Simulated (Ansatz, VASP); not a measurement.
One calculation of BN, two programs

Contents of POSCAR:

```
BN
1.0
    4.4242230000      0.0000000000      0.0000000000
    0.0000000000      4.4242230000      0.0000000000
    0.0000000000      0.0000000000      2.5503560000
B N
4 4
Direct
    0.1742830000      0.8257170000      0.5000000000
    0.3257170000      0.3257170000      0.0000000000
    0.6742830000      0.6742830000      0.0000000000
    0.8257170000      0.1742830000      0.5000000000
    0.8126010000      0.8126010000      0.5000000000
    0.3126010000      0.6873990000      0.0000000000
    0.6873990000      0.3126010000      0.0000000000
    0.1873990000      0.1873990000      0.5000000000
```

The input INCAR.step1:

```
SYSTEM = BN
  PREC = Accurate
  ENCUT = 520
  ISMEAR = 0
  SIGMA = 0.01
  LREAL = .False.
  LASPH = .True.
  NELM = 100
  NBANDS = 26
  GGA = PE
  ALGO = Normal
  EDIFF = 1E-4
  LWAVE = .True.
  LCHARG = .False.
```

The input INCAR.step2:

```
SYSTEM = BN
  PREC = Accurate
  ENCUT = 520
  EDIFF = 1E-6
  ISMEAR = 0
  SIGMA = 0.01
  LREAL = .False.
  LASPH = .True.
  NELM = 100
  ALGO = Normal
  ISIF = 2
  LWAVE = .False.
  LCHARG = .False.
  METAGGA = R2SCAN
  LMIXTAU = .True.
  NBANDS = 26
  ISTART = 1
```

File KPOINTS:

```
regular mesh
0
Gamma
  4 4 8
  0 0 0
```

Input for Ansatz:

```yaml
crystal:
  lattice:
    - [4.424223, 0.0, 0.0]
    - [0.0, 4.424223, 0.0]
    - [0.0, 0.0, 2.550356]
  atoms:
    - { symbol: B, position: [0.174283, 0.825717, 0.5] }
    - { symbol: B, position: [0.325717, 0.325717, 0.0] }
    - { symbol: B, position: [0.674283, 0.674283, 0.0] }
    - { symbol: B, position: [0.825717, 0.174283, 0.5] }
    - { symbol: "N", position: [0.812601, 0.812601, 0.5] }
    - { symbol: "N", position: [0.312601, 0.687399, 0.0] }
    - { symbol: "N", position: [0.687399, 0.312601, 0.0] }
    - { symbol: "N", position: [0.187399, 0.187399, 0.5] }
basis:
  ecutwfc: 625.861883657724
kpoints:
  mp_grid:
    grid: [4, 4, 8]
hamiltonian:
  xc: r2scan
scf:
  occupations:
    method: fixed
output:
  optics:
    de: 0.05
    sigma: 0.2
    scissors: 1.5
    nscf_kmesh:
      grid: [6, 6, 10]
    bands:
      spectra_wanted_up_to: 6.0
```

Alike in both runs: task single point; functional r2SCAN; k mesh 4 × 4 × 8; no spin polarisation.

|  | VASP | Ansatz |
| --- | --- | --- |
| version | VASP 6.6.1 | Ansatz 0.2.0 |
| potentials or method | VASP PAW PBE potentials, release 64 (B, N), cutoff 520 eV | plane waves, PAW |
| occupations | gaussian, width 0.01 eV | fixed |
| valence electrons in the cell | 32 | 32 |

```csv
,VASP,Ansatz,Ansatz less VASP
gap on the k mesh at the Fermi level (eV),5.42,5.46,+0.038
```

VASP's potentials were made for PBE, not for r2SCAN. Ansatz's warnings: optics band completion.
